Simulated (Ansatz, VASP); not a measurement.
# One calculation of BeTe, two programs

```
Be Te
1.0
     3.57137    0.00000    0.00000
     0.00000    3.57137    0.00000
     0.00000    0.00000    5.51685
Be Te
1 1
Direct
  0.00000 0.00000 0.00000
  0.50000 0.50000 0.00000
```

Alike in both runs: functional PBE; k mesh 16 × 16 × 12; occupations gaussian, width 0.1 eV; no spin polarisation.

Ansatz relaxed the structure, and its values are those at the end. VASP's run is a single point on that final structure, the one shown.

|  | VASP | Ansatz |
| --- | --- | --- |
| version | VASP 6.6.1 | Ansatz 0.2.0 |
| potentials or method | VASP PAW PBE potentials, release 64 (Be, Te), cutoff 520 eV | scalar-relativistic, plane waves, PAW |
| valence electrons in the cell | 8 | 18 |

VASP gave:

- gap on the k mesh at the Fermi level (eV): none
- pressure (GPa): 0.1

**Question.** What did Ansatz give for the same quantities?

**Answer.** gap on the k mesh at the Fermi level (eV): none; pressure (GPa): 0.0.

A gap of «none» marks a metal or a gap that the smearing closes. VASP's potentials hold 8 valence electrons a cell and Ansatz's 18, so a difference there can come from the potentials and not from the codes.

Spin-orbit coupling is off throughout.
